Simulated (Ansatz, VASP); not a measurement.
One calculation of Mg2O, two programs

Contents of INCAR:

```
SYSTEM = Mg2O
ALGO = Normal
EDIFF = 1E-6
EDIFFG = -0.08
ENCUT = 600
GGA = PE
IBRION = 2
ISIF = 3
ISMEAR = 0
LASPH = .True.
LCHARG = .False.
LREAL = .False.
LWAVE = .False.
NELM = 60
NSW = 36
PREC = Accurate
SIGMA = 0.2
```

KPOINTS

```
k-points
0
Gamma
  6 5 5
  0 0 0
```

POSCAR

```
Mg2O
1.0
    3.1060721600      0.0000000000      0.0000000000
    0.0237000700      3.8893778500      0.0000000000
    0.7509155500      0.5506765700      4.3968413300
Mg O
2 1
Direct
    0.4999026700      0.2340248100      0.2992755600
    0.9426047100      0.5963412500      0.8951776100
    0.8612790100      0.2005457000      0.5307668400
```

Input for Ansatz:

```yaml
crystal:
  lattice:
    - [3.10607216, 0.0, 0.0]
    - [0.02370007, 3.88937785, 0.0]
    - [0.75091555, 0.55067657, 4.39684133]
  atoms:
    - { symbol: Mg, position: [0.49990267, 0.23402481, 0.29927556] }
    - { symbol: Mg, position: [0.94260471, 0.59634125, 0.89517761] }
    - { symbol: O, position: [0.86127901, 0.2005457, 0.53076684] }
basis:
  ecutwfc: 420
kpoints:
  mp_grid: { grid: [6, 5, 5] }
hamiltonian:
  xc: pbe
scf:
  occupations: { method: gaussian, width: 0.2 }
  lower_state_search: "off"
output:
  forces: true
  stress: true
  eigenvalues: true
relax:
  adjacent_minimum: "off"
  f_tol: 0.08
  max_steps: 16
  cell: { stress_tol: 0.8 }
```

Alike in both runs: task relaxation of cell and atoms; functional PBE; k mesh 6 × 5 × 5; occupations gaussian, width 0.2 eV; no spin polarisation.

|  | VASP | Ansatz |
| --- | --- | --- |
| version | VASP 6.6.1 | Ansatz 0.2.0 |
| potentials or method | VASP PAW PBE potentials, release 64 (Mg, O), cutoff 600 eV | scalar-relativistic, plane waves, PAW |
| valence electrons in the cell | 10 | 26 |

|  | VASP | Ansatz | Ansatz less VASP |
| --- | --- | --- | --- |
| gap on the k mesh at the Fermi level, each at its own relaxed structure (eV) | none | none | - |
| relaxed volume (Å³/atom) | 16.31 | 16.44 | +0.133 |
| relaxed length of the cell vector where the two differ most in proportion (Å) | 3.187 | 3.207 | +0.0191 |

A gap of «none» marks a metal or a gap that the smearing closes. VASP's potentials hold 10 valence electrons a cell and Ansatz's 26, so a difference there can come from the potentials and not from the codes.
